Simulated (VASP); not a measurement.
MoS2, 6 atoms in the cell. It takes space group P6_3/mmc (No. 194, hexagonal). The conventional cell has a = 3.161 Å, b = 3.161 Å, c = 12.384 Å, α = 90.00°, β = 90.00°, γ = 120.00°. Within 3.2 Å of Mo (site symmetry -6m2) lie 6 S at 2.40 Å and 6 Mo at 3.16 Å. Within 3.2 Å of S (site symmetry 3m) lie 3 Mo at 2.40 Å and 7 S at 3.13 to 3.16 Å. 

```yaml
Program: VASP 6.6.1
Task: single point
Functional: PBE
Dispersion: D3(BJ)
Potentials_or_basis: VASP PAW PBE potentials, release 64 (Mo_sv, S)
Cutoff: 520 eV
k_mesh: 10 × 10 × 2
Occupations: gaussian, width 0.05 eV
Spin: no spin polarisation
Dipole_correction: no
Further_INCAR_settings: ALGO = Normal; EDIFF = 1e-06; NBANDS = 35
```

Potentials or basis: VASP PAW PBE potentials, release 64 (Mo_sv, S).

The run is started by

```sh
$ cat potpaw_PBE.64/Mo_sv/POTCAR potpaw_PBE.64/S/POTCAR > POTCAR
$ mpirun -np 1 vasp_std > vasp.out
```

Hardware: 1 thread of AMD EPYC 9R45 (Zen 5) (shared host).

How long does it take, and how much memory?

Run time: 97 s on 1 thread of AMD EPYC 9R45 (Zen 5), on a shared host, peak memory 0.24 GiB. Counts: scf iterations 15, k points 28.
